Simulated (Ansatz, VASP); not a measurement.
One calculation of SiC, two programs

```
Si C
1.0
     0.01452    2.19257    2.19257
     2.19257    0.01452    2.19257
     2.19257    2.19257    0.01452
Si C
1 1
Direct
  0.00027 0.00027 0.00027
  0.24973 0.24973 0.24973
```

Change from the starting cell: shear_111 strain +1.0%.

Alike in both runs: task single point; functional HSE06; k mesh 8 × 8 × 8; no spin polarisation.

|  | VASP | Ansatz |
| --- | --- | --- |
| version | VASP 6.6.1 | Ansatz 0.2.0 |
| potentials or method | VASP PAW PBE potentials, release 64 (Si, C) | plane waves, PAW |
| plane-wave cutoff (eV) | 520 | 420 |
| occupations | gaussian, width 0.01 eV | fixed |
| valence electrons in the cell | 8 | 8 |

|  | VASP | Ansatz | Ansatz less VASP |
| --- | --- | --- | --- |
| gap on the k mesh at the Fermi level (eV) | 2.20 | 2.20 | -0.004 |
| pressure (GPa) | -3.7 | -3.3 | +0.37 |
| traceless stress, the component that is largest in VASP (GPa) | -1.70 | -1.69 | +0.008 |

Ansatz's warnings: stress exchange threshold loose, stress scf threshold loose.
